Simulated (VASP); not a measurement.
# Fe (Immm) in VASP: relaxation of cell and atoms with PBE

Aim: the relaxation of cell and atoms of Fe with PBE.

All numbers are computed with VASP 6.6.1; they aren't measurements. Logs are shortened: lines on timing, memory, paths and dates and some standing lists are left out, and cuts for length are marked.

### 1 The cell of the first run

The structure is orthorhombic, space group Immm (No. 71). Conventional cell: a = 2.421 Å, b = 2.490 Å, c = 3.610 Å, α = 90.00°, β = 90.00°, γ = 90.00°. Within 3.2 Å of Fe (site symmetry mmm) lie 12 Fe at 2.42 to 2.51 Å.

The cell was generated, and may not be a known phase.

### 2 Relaxation of cell and atoms, PBE, collinear spin, ferrimagnetic start

Input file INCAR:

```
PREC = Accurate ; ENCUT = 600
EDIFF = 1E-6 ; ISMEAR = 0
SIGMA = 0.1 ; LREAL = False
LASPH = True ; NELM = 150
ALGO = Normal ; ISIF = 3
LWAVE = False ; LCHARG = False
ISPIN = 2 ; MAGMOM = -1.77 -1.77 1.97
LORBIT = 11 ; LMAXMIX = 4
GGA = PE ; IBRION = 2
NSW = 90 ; EDIFFG = -0.04
```

Input file KPOINTS:

```
Automatic mesh
0
Gamma
  8 8 8
```

Input file POSCAR:

```
Fe
1.0
   -1.2107252767      1.8049450636      3.7352429094
    1.2107252767     -1.8049450636      3.7352429094
    1.2107252767      1.8049450636     -3.7352429094
Fe
3
Direct
    0.8332520859      0.8332520859      0.0000000000
    0.1667479141      0.1667479141      0.0000000000
    0.5000000000      0.5000000000      0.0000000000
```

Potentials or basis: VASP PAW PBE potentials, release 64 (Fe).

Started as:

```console
$ cat potpaw_PBE.64/Fe/POTCAR > POTCAR
$ mpirun -np 1 vasp_std > vasp.out
```

OUTCAR:

```text
PREC = Accurate
   ENCUT = 600
   EDIFF = 1E-6
   ISMEAR = 0
   LREAL = False
   LASPH = True
   NELM = 150
   ISIF = 3
   ISPIN = 2
   LORBIT = 11
   GGA = PE
   IBRION = 2
   NSW = 90
   EDIFFG = -0.04

 ion  position               nearest neighbor table
   1  0.833  0.833  0.000-   3 2.49   2 2.49   2 2.50   2 2.50   2 2.50   2 2.50   3 2.51   3 2.51
                             3 2.51   3 2.51
   2  0.167  0.167  0.000-   3 2.49   1 2.49   1 2.50   1 2.50   1 2.50   1 2.50   3 2.51   3 2.51
                             3 2.51   3 2.51
   3  0.500  0.500  0.000-   1 2.49   2 2.49   2 2.51   1 2.51   2 2.51   2 2.51   2 2.51   1 2.51
                             1 2.51   1 2.51

  LATTYP: Found a body centered orthorhombic cell.
 ALAT       =     2.4214505534
 B/A-ratio  =     1.4907965484
 C/A-ratio  =     3.0851283782

  Lattice vectors:

 A1 = (  -1.2107252767,   1.8049450636,   3.7352429094)
 A2 = (   1.2107252767,  -1.8049450636,   3.7352429094)
 A3 = (   1.2107252767,   1.8049450636,  -3.7352429094)

Analysis of symmetry for initial positions (statically):
=====================================================================
 Subroutine PRICEL returns:
 Original cell was already a primitive cell.

 Routine SETGRP: Setting up the symmetry group for a
 body centered orthorhombic supercell.

 Subroutine GETGRP returns: Found  8 space group operations
 (whereof  8 operations were pure point group operations)
 out of a pool of  8 trial point group operations.

The static configuration has the point symmetry D_2h.

Analysis of symmetry for dynamics (positions and initial velocities):
=====================================================================
 Subroutine PRICEL returns:
 Original cell was already a primitive cell.

 Routine SETGRP: Setting up the symmetry group for a
 body centered orthorhombic supercell.

 Subroutine GETGRP returns: Found  8 space group operations
 (whereof  8 operations were pure point group operations)
 out of a pool of  8 trial point group operations.

The dynamic configuration has the point symmetry D_2h.

Analysis of structural, dynamic, and magnetic symmetry:
=====================================================================
 Subroutine PRICEL returns:
 Original cell was already a primitive cell.

 Routine SETGRP: Setting up the symmetry group for a
 body centered orthorhombic supercell.

 Subroutine GETGRP returns: Found  8 space group operations
 (whereof  8 operations were pure point group operations)
 out of a pool of  8 trial point group operations.

The overall configuration has the point symmetry D_2h.

 Subroutine INISYM returns: Found  8 space group operations
 (whereof  8 operations are pure point group operations),
 and found     1 'primitive' translations

----------------------------------------------------------------------------------------

                                     Primitive cell

  volume of cell :      32.6504

  direct lattice vectors                    reciprocal lattice vectors
    -1.210725277  1.804945064  3.735242909     0.000000000  0.277016741  0.133860103
     1.210725277 -1.804945064  3.735242909     0.412975602  0.000000000  0.133860103
     1.210725277  1.804945064 -3.735242909     0.412975602  0.277016741  0.000000000

  length of vectors
     4.321541620  4.321541620  4.321541620     0.307663456  0.434128293  0.497279723

  position of ions in fractional coordinates (direct lattice)
     0.833252086  0.833252086  0.000000000
     0.166747914  0.166747914  0.000000000
     0.500000000  0.500000000  0.000000000

  ion indices of the primitive-cell ions
   primitive index   ion index
                 1           1
                 2           2
                 3           3

----------------------------------------------------------------------------------------

 KPOINTS: Automatic mesh

Automatic generation of k-mesh.
 Grid dimensions read from file:
 generate k-points for:    8    8    8

 Generating k-lattice:

  Cartesian coordinates                     Fractional coordinates (reciprocal lattice)
     0.000000000  0.034627093  0.016732513     0.125000000 -0.000000000  0.000000000
     0.051621950  0.000000000  0.016732513    -0.000000000  0.125000000  0.000000000
     0.051621950  0.034627093  0.000000000     0.000000000  0.000000000  0.125000000

  Length of vectors
     0.038457932  0.054266037  0.062159965

  Shift w.r.t. Gamma in fractional coordinates (k-lattice)
     0.000000000  0.000000000  0.000000000

 Subroutine IBZKPT returns following result:
 ===========================================

 Found     95 irreducible k-points:

 Following reciprocal coordinates:
            Coordinates               Weight
  0.000000  0.000000  0.000000      1.000000
  0.125000 -0.000000  0.000000      4.000000
  0.250000 -0.000000  0.000000      4.000000
  0.375000 -0.000000  0.000000      4.000000
  0.500000 -0.000000  0.000000      2.000000
  0.000000  0.125000  0.000000      4.000000
[... 16 lines left out ...]
  0.125000  0.375000  0.000000      8.000000
  0.250000  0.375000  0.000000      8.000000
 [... further k-points ...]
   k-points           NKPTS =     95   k-points in BZ     NKDIM =     95   number of bands    NBANDS=     17
   number of dos      NEDOS =    301   number of ions     NIONS =      3
   total plane-waves  NPLWV =  46656
   dimension x,y,z NGX =    36 NGY =   36 NGZ =   36
   dimension x,y,z NGXF=    72 NGYF=   72 NGZF=   72
   ions per type =               3
   NGX,Y,Z   is equivalent  to a cutoff of  13.85, 13.85, 13.85 a.u.
   NGXF,Y,Z  is equivalent  to a cutoff of  27.70, 27.70, 27.70 a.u.
 SYSTEM =  unknown system
   PREC   = accura    normal or accurate (medium, high low for compatibility)
   ISTART =      0    job   : 0-new  1-cont  2-samecut
   ICHARG =      2    charge: 1-file 2-atom 10-const
   ISPIN  =      2    spin polarized calculation?
   LNONCOLLINEAR =      F non collinear calculations
   LSORBIT =      F    spin-orbit coupling
   LASPH  =      T    aspherical Exc in radial PAW
   ENCUT  =  600.0 eV  44.10 Ry    6.64 a.u.   8.63  8.63  8.63*2*pi/ulx,y,z
   NELM   =    150;   NELMIN=  2; NELMDL= -5     # of ELM steps
   EDIFF  = 0.1E-05   stopping-criterion for ELM
   LREAL  =      F    real-space projection
   EDIFFG = -.4E-01   stopping-criterion for IOM
   NSW    =     90    number of steps for IOM
   IBRION =      2    ionic relax: 0-MD 1-quasi-New 2-CG
   NFREE  =      1    steps in history (QN), initial steepest desc. (CG)
   ISIF   =      3    stress and relaxation
   ISYM   =      2    0-nonsym 1-usesym 2-fastsym
   POTIM  = 0.5000    time-step for ionic-motion
   TEBEG  =    0.0;   TEEND  =   0.0 temperature during run
   PSTRESS=    0.0 pullay stress
   NELECT =      24.0000    total number of electrons
   NUPDOWN=      -1.0000    fix difference up-down
   EMIN   =  10.00;   EMAX   =-10.00  energy-range for DOS
   EFERMI =   0.00;   METHOD = LEGACY
   ISMEAR =     0;   SIGMA  =   0.10  broadening in eV -4-tet -1-fermi 0-gaus
   EFERMI_NEDOS =   21; number of points for ismear=-14 and -15
   IALGO  =     38    algorithm
   IMIX   =      4    mixing-type and parameters
     AMIX     =   0.40;   BMIX     =  1.00
     AMIX_MAG =   1.60;   BMIX_MAG =  1.00
  volume/ion in A,a.u.               =      10.88        73.45
  Fermi-wavevector in a.u.,A,eV,Ry     =   1.477460  2.791995 29.700000  2.182888
  Thomas-Fermi vector in A             =   2.591861
   LORBIT       =     11    0 simple, 1 ext, 2 COOP (PROOUT), +10 PAW based schemes
   GGA     = PE    functional components
   LHFCALC =     F    Hartree Fock is set to
   AEXX    =    0.0000 exact exchange contribution
   IVDW    =     0    specifies the selected vdW correction
   LEPSILON=     F    determine dielectric tensor
   LRPA    =     F    only Hartree local field effects (RPA)
 conjugate gradient relaxation of ions
 spin polarized calculation
 Gauss-broadening in eV      SIGMA  =   0.10
  energy-cutoff  :      600.00
  volume of cell :       32.65
 maximum number of plane-waves:      1111
   NGX = 17   NGY = 17   NGZ = 17

--------------------------------------- Ionic step        1  -------------------------------------------

 number of electron      24.0000004 magnetization      -1.4208575

 Free energy of the ion-electron system (eV)
  ---------------------------------------------------
  ext. energy  EPLUGINS =         0.00000000
  ---------------------------------------------------
  free energy    TOTEN  =       -24.36003337 eV

  energy without entropy =      -24.33824393  energy(sigma->0) =      -24.34913865

------------------------ aborting loop because EDIFF is reached ----------------------------------------

  FORCE on cell =-STRESS in cart. coord.  units (eV):
  Direction    XX          YY          ZZ          XY          YZ          ZX
  --------------------------------------------------------------------------------------
  -------------------------------------------------------------------------------------
  Total       -0.2504354     -0.1263230     -0.2892304     -0.0000000      0.0000000      0.0000000
  in kB      -12.2890378     -6.1987558    -14.1927369     -0.0000000      0.0000000      0.0000000
  external PRESSURE =     -10.8935102 kB  Pullay stress =       0.0000000 kB
[... 59 lines left out ...]
  energy  without entropy=      -24.3394371635  energy(sigma->0) =      -24.35022449

--------------------------------------- Ionic step        3  -------------------------------------------

 number of electron      24.0000002 magnetization      -1.3831771

 Free energy of the ion-electron system (eV)
  ---------------------------------------------------
  ext. energy  EPLUGINS =         0.00000000
  ---------------------------------------------------
  free energy    TOTEN  =       -24.36115673 eV

  energy without entropy =      -24.33949965  energy(sigma->0) =      -24.35032819

 E-fermi :   6.4366     XC(G=0): -13.4308

 val. band max:        6.4364196175   @ k =  -0.1250   0.2500  -0.0000
 cond. band min:       6.4372963456   @ k =   0.5000   0.3750   0.0000
 fundamental gap:      0.0008767281
 Fermi energy:         6.4365631915

 spin component 1

 k-point     1 :       0.0000    0.0000    0.0000
  band No.  band energies     occupation
      1      -2.2772      1.00000
      2       2.6498      1.00000
      3       2.9293      1.00000
      4       3.5284      1.00000
      5       3.7127      1.00000
      6       3.8045      1.00000
[... 9 lines left out ...]
     16       7.8679      0.00000
     17      12.4275      0.00000
[... 445 lines left out ...]
      3       2.6862      1.00000
      4       3.0259      1.00000
      5       3.4921      1.00000
      6       3.8885      1.00000
[... 9 lines left out ...]
     16       8.1336      0.00000
     17      10.6958      0.00000

 [... further k-points ...]

 spin component 2

 k-point     1 :       0.0000    0.0000    0.0000
  band No.  band energies     occupation
      1      -2.3200      1.00000
      2       2.5215      1.00000
      3       2.8703      1.00000
      4       2.9830      1.00000
      5       3.2963      1.00000
      6       3.9171      1.00000
[... 9 lines left out ...]
     16       7.4700      0.00000
     17      12.2162      0.00000
[... 490 lines left out ...]
  FREE ENERGIE OF THE ION-ELECTRON SYSTEM (eV)
  ---------------------------------------------------
  free  energy   TOTEN  =       -24.3611567314 eV

  energy  without entropy=      -24.3394996463  energy(sigma->0) =      -24.35032819

 reached required accuracy - stopping structural energy minimisation

 total charge

# of ion       s       p       d       tot
------------------------------------------
    1        0.517   0.587   6.278   7.382
    2        0.517   0.587   6.278   7.382
    3        0.515   0.596   6.247   7.358
--------------------------------------------------
tot          1.549   1.770  18.804  22.123

 magnetization (x)

# of ion       s       p       d       tot
------------------------------------------
    1       -0.007  -0.001  -1.535  -1.543
    2       -0.007  -0.001  -1.535  -1.543
    3        0.024   0.035   1.655   1.714
--------------------------------------------------
tot          0.010   0.032  -1.415  -1.373
```

Run time: 6.1 min. Hardware: 1 thread of AMD EPYC 9R45 (Zen 5), shared host; peak memory 0.27 GiB.

Results:

```
Free energy                                           : -24.3612 eV
Relaxed volume                                        : 10.80 Å³/atom
Relaxed cell                                          : a = 4.308 Å, b = 4.308 Å, c = 4.308 Å, α = 147.46°, β = 130.54°, γ = 60.46°
Space group after relaxing (to 0.1 Å)                 : I4/mmm (No. 139)
Energy gained by relaxing                             : 0.4 meV/atom
Ionic steps                                           : 3
Pressure after relaxing                               : 0.2 GPa
Largest force after relaxing                          : 0.037 eV/Å
Net moment                                            : -1.38 μB per cell
Site moments                                          : Fe -1.54, +1.71 (each value once) μB
Valence electrons inside the program's atomic spheres : Fe 7.38, 7.36 (each value once)
```

Forces in eV/Å, atoms in the order of the input:
```
Fe   0.000  0.000  0.037
Fe   0.000  0.000 -0.037
Fe   0.000  0.000  0.000
```

Stress tensor (GPa, compression positive):
```
0.18 0.00 0.00
0.00 0.37 0.00
0.00 0.00 0.02
```

Step by step:
| step | energy change (eV) | largest force (eV/Å) | pressure (GPa) | volume (Å³) |
| --- | --- | --- | --- | --- |
| 1 | 0.0000 | 0.0670 | -1.09 | 32.65 |
| 2 | -0.0010 | 0.0263 | 0.63 | 32.30 |
| 3 | -0.0011 | 0.0372 | 0.19 | 32.39 |

Final structure:
```cif
data_structure
_symmetry_space_group_name_H-M 'P 1'
_symmetry_Int_Tables_number 1
_cell_length_a 4.3084
_cell_length_b 4.3084
_cell_length_c 4.3084
_cell_angle_alpha 147.458
_cell_angle_beta 130.544
_cell_angle_gamma 60.461
_cell_volume 32.39
loop_
_atom_site_label
_atom_site_type_symbol
_atom_site_fract_x
_atom_site_fract_y
_atom_site_fract_z
_atom_site_occupancy
Fe1 Fe 0.83357 0.83357 0.00000 1
Fe2 Fe 0.16643 0.16643 0.00000 1
Fe3 Fe 0.50000 0.50000 0.00000 1
```

Levels at points of the mesh, in eV from the Fermi level:
Spin up:
```csv
k point,band 8,band 9,band 10,band 11,band 12,band 13,band 14,band 15
"(0.00, 0.00, 0.00)",-1.55,-1.53,-1.32,-1.12,0.08,0.58,0.85,1.03
"(0.50, 0.00, 0.00)",-1.57,-1.40,-1.05,-0.14,0.03,0.26,0.65,0.99
"(0.00, 0.50, 0.00)",-1.38,-0.44,-0.14,0.76,0.98,1.11,1.34,1.42
"(0.50, 0.50, 0.00)",-1.53,-1.16,-0.38,0.18,0.40,0.42,1.15,1.46
"(0.50, 0.50, 0.50)",-1.41,-1.38,-1.08,0.16,0.33,0.52,1.40,1.48
```
Spin down:
```
           k point  band 11  band 12  band 13  band 14  band 15  band 16
(0.00, 0.00, 0.00)    -1.14    -1.01    -0.52    -0.28     0.82     1.03
(0.50, 0.00, 0.00)    -0.84    -0.37    -0.36    -0.17     0.52     0.77
(0.00, 0.50, 0.00)     0.13     0.47     0.55     0.94     1.00     2.55
(0.50, 0.50, 0.00)    -0.17     0.15     0.22     0.63     0.66     1.22
(0.50, 0.50, 0.50)    -0.83    -0.79    -0.12     0.85     1.01     1.11
```
